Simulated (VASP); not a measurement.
The system is ZrB2.

```
Zr B
1.0
     3.17000    0.00000    0.00000
    -1.58500    2.74530    0.00000
     0.00000    0.00000    3.53300
Zr B
1 2
Direct
  0.00000 0.00000 0.00000
  0.66667 0.33333 0.50000
  0.33333 0.66667 0.50000
```

- Program: VASP 6.6.1
- Task: relaxation of cell and atoms
- Functional: r2SCAN
- Potentials or basis: VASP PAW PBE potentials, release 64 (Zr_sv, B)
- Cutoff: 600 eV
- k mesh: 10 × 10 × 8
- Occupations: fermi-dirac, width 0.05 eV
- Spin: no spin polarisation
- Hubbard terms: Zr d U = 6.0 eV

At the start: pressure 15.2 GPa; volume 10.25 Å³/atom.

Q: How do energy, volume and symmetry change on relaxing?

A: Over 6 steps the energy falls by 31.3 meV/atom and the volume is 10.88 Å³/atom (+6.2 %); space group P6/mmm (No. 191, to 0.05 Å).

The path:
```tsv
step	energy change (eV)	largest force (eV/Å)	pressure (GPa)	volume (Å³)
1	0.0000	0.0000	15.21	30.75
2	0.0374	0.0000	-15.09	35.28
3	-0.0906	0.0000	-0.55	32.72
4	-0.0906	0.0000	-0.27	32.68
5	-0.0938	0.0000	0.11	32.66
6	-0.0938	0.0000	0.12	32.65
```

Final structure:
```yaml
crystal:
  lattice:
    - [3.21313, 0.00000, 0.00000]
    - [-1.60656, 2.78265, 0.00000]
    - [0.00000, 0.00000, 3.65224]
  atoms:
    - { symbol: Zr, position: [0.00000, 0.00000, 0.00000] }
    - { symbol: B, position: [0.66667, 0.33333, 0.50000] }
    - { symbol: B, position: [0.33333, 0.66667, 0.50000] }
```

Caveat: the PAW data sets were made with another functional, which shifts forces and pressure a little; U without spin polarisation on a metal has little footing; the U is typed as a test and isn't derived for this compound.
